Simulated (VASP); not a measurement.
Set up this calculation in VASP 6.6.1, as the native input.

* Task: single point
* Functional: PBEsol
* Potentials or basis: VASP PAW PBE potentials, release 64 (Hf_pv, C)
* Cutoff: 520 eV
* k mesh: 11 × 11 × 1
* Occupations: fermi-dirac, width 0.08 eV
* Spin: no spin polarisation
* Dipole correction: yes
* Further INCAR settings: ALGO = Normal; EDIFF = 1e-06; NBANDS = 22

The structure of HfC (HfC (100), 2 layers) lies in POSCAR:

```
HfC
1.0
    3.2578741457      0.0000000000      0.0000000000
    0.0000000000      3.2578741457      0.0000000000
    0.0000000000      0.0000000000     18.3037000000
Hf C
2 2
Direct
    0.0000000000      0.0000000000      0.4406036982
    0.5000000000      0.5000000000      0.5593963004
    0.5000000000      0.5000000000      0.4392017392
    0.0000000000      0.0000000000      0.5607982622
```

One way to write it, as run:

INCAR

```
PREC = Accurate
ENCUT = 520
EDIFF = 1E-6
ISMEAR = -1
SIGMA = 0.08
LREAL = False
LASPH = True
NELM = 60
ALGO = Normal
ISIF = 2
LWAVE = False
LCHARG = False
LDIPOL = True
IDIPOL = 3
DIPOL = 0.5 0.5 0.500
GGA = PS
NBANDS = 22
```

KPOINTS

```
regular mesh
0
Gamma
  11 11 1
```

Potentials or basis: VASP PAW PBE potentials, release 64 (Hf_pv, C).

Launch:

```console
$ cat potpaw_PBE.64/Hf_pv/POTCAR potpaw_PBE.64/C/POTCAR > POTCAR
$ mpirun -np 1 vasp_std > vasp.out
```

Results of the run:

* Largest force: 0.077 eV/Å
* Band gap on the k mesh: zero (band 14 reaches -0.41 eV, above the bottom of band 15 at -0.68 eV)

Caveat: the PAW data sets were made with another functional, which shifts forces and pressure a little; spin-orbit coupling is left out, which moves the levels of the heavy elements.

Run time: 91 s on 1 thread of Intel Xeon 6975P-C, on a shared host, peak memory 0.31 GiB.
